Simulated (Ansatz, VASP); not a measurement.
Two plane-wave programs on AlN

INCAR

```
SYSTEM = AlN
PREC = Accurate
ENCUT = 520
EDIFF = 1E-7
ISMEAR = 0
SIGMA = 0.05
LREAL = .FALSE.
LASPH = .TRUE.
NELM = 80
ALGO = Normal
ISIF = 2
LWAVE = .FALSE.
LCHARG = .FALSE.
GGA = PE
NBANDS = 16
```

The input KPOINTS:

```
regular mesh
0
G
  9 9 6
  0 0 0
```

The input POSCAR:

```
AlN
1.0
    3.1298889821      0.0000000000      0.0000000000
   -1.5649444910      2.7105633695      0.0000000000
    0.0000000000      0.0000000000      5.0169562974
Al N
2 2
Direct
    0.3077391911      0.6342010911      0.0017290859
    0.6922608089      0.3657989089      0.5017290859
    0.3559701544      0.6953809490      0.3832709141
    0.6440298456      0.3046190510      0.8832709141
```

Input for Ansatz:

```yaml
crystal:
  lattice:
    - [3.1298889821, 0.0, 0.0]
    - [-1.564944491, 2.7105633695, 0.0]
    - [0.0, 0.0, 5.0169562974]
  atoms:
    - { symbol: Al, position: [0.3077391911, 0.6342010911, 0.0017290859] }
    - { symbol: Al, position: [0.6922608089, 0.3657989089, 0.5017290859] }
    - { symbol: "N", position: [0.3559701544, 0.695380949, 0.3832709141] }
    - { symbol: "N", position: [0.6440298456, 0.304619051, 0.8832709141] }
basis:
  ecutwfc: 520.0
kpoints:
  mp_grid: { grid: [9, 9, 6] }
hamiltonian:
  xc: pbe
  pseudopotentials: { kind: paw, azcp: { folder: soft_1 } }
scf:
  occupations: { method: gaussian, width: 0.05 }
output:
  forces: true
  stress: true
  eigenvalues: true
```

Change from the starting cell: mode 4 frozen in at -0.029 Å and mode 5 at -0.088 Å (largest displacements).

Alike in both runs: task single point; functional PBE; k mesh 9 × 9 × 6; occupations gaussian, width 0.05 eV; no spin polarisation.

```csv
,VASP,Ansatz
version,VASP 6.6.1,Ansatz 0.2.0
potentials or method,"VASP PAW PBE potentials, release 64 (Al, N), cutoff 520 eV","scalar-relativistic, plane waves, PAW"
valence electrons in the cell,16,16
```

|  | VASP | Ansatz | Ansatz less VASP |
| --- | --- | --- | --- |
| gap on the k mesh at the Fermi level (eV) | 3.95 | 3.94 | -0.008 |
| least direct gap on the mesh (eV) | 3.95 | 3.94 | -0.008 |
| pressure (GPa) | -0.4 | -0.2 | +0.18 |
| traceless stress, the component that is largest in VASP (GPa) | -0.36 | -0.36 | +0.002 |
| rms of the force components (eV/Å) | 0.228 | 0.227 | -0.0009 |

Atom by atom the forces differ by 0.001 eV/Å (rms over components). The functional is the same, so the differences come from potentials, cutoffs and numerics.
